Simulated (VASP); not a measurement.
Set up this calculation in VASP 6.6.1, as the native input.

| Property | Result |
| --- | --- |
| Task | single point |
| Functional | PBE |
| Potentials or basis | VASP PAW PBE potentials, release 64 (Au, Rh_pv) |
| Cutoff | 520 eV |
| k mesh | 3 × 3 × 1 |
| Occupations | fermi-dirac, width 0.15 eV |
| Spin | non-collinear spin, zero start, spin-orbit coupling |
| Starting moments | [[0, 0, 0], [0, 0, 0], [0, 0, 0]] μB |
| Dipole correction | no |
| Further INCAR settings | ALGO = Normal; EDIFF = 1e-07; NBANDS = 54 |

The structure of Rh2Au lies in POSCAR:

```
Rh2Au
1.0
    3.7935070000     -0.0719760000      0.0971770000
   -1.9590860000      3.1466690000     -0.0236120000
    0.1586890000      0.0470970000      5.9825820000
Au Rh
1 2
Direct
    0.6351820000      0.2808840000      0.8442650000
    0.9943760000      0.9808440000      1.0946060000
    1.3160870000      0.6721490000      1.5999010000
```

These files were run (other wordings do the same):

INCAR

```
SYSTEM = Rh2Au
PREC = Accurate
ENCUT = 520
EDIFF = 1E-7
ISMEAR = -1
SIGMA = 0.15
LREAL = .False.
LASPH = .True.
NELM = 150
ALGO = Normal
ISIF = 2
LWAVE = .False.
LCHARG = .True.
LNONCOLLINEAR = .True.
MAGMOM = 0 0 0 0 0 0 0 0 0
LORBIT = 11
LSORBIT = .True.
GGA_COMPAT = .False.
LORBMOM = .True.
LMAXMIX = 4
GGA = PE
LVHAR = .True.
NBANDS = 54
```

KPOINTS

```
Automatic mesh
0
Gamma
  3 3 1
  0 0 0
```

Potentials or basis: VASP PAW PBE potentials, release 64 (Au, Rh_pv).

Launch:

```bash
$ cat potpaw_PBE.64/Au/POTCAR potpaw_PBE.64/Rh_pv/POTCAR > POTCAR
$ mpirun -np 1 vasp_ncl > vasp.out
```

It gave:

The pressure is -5.4 GPa. The largest force is 2.113 eV/Å, the net moment is 0.00 μB per cell and the valence electrons inside the program's atomic spheres are Au 9.75; Rh 13.58, 13.62.

Caveat: the k points lie up to 1.05 Å⁻¹ apart; forces of over 1 eV/Å act on the atoms, so gaps and moduli don't describe the material at rest.

Wall time 2.2 min on 1 thread of AMD EPYC 7R13, on a shared host, peak memory 0.33 GiB.
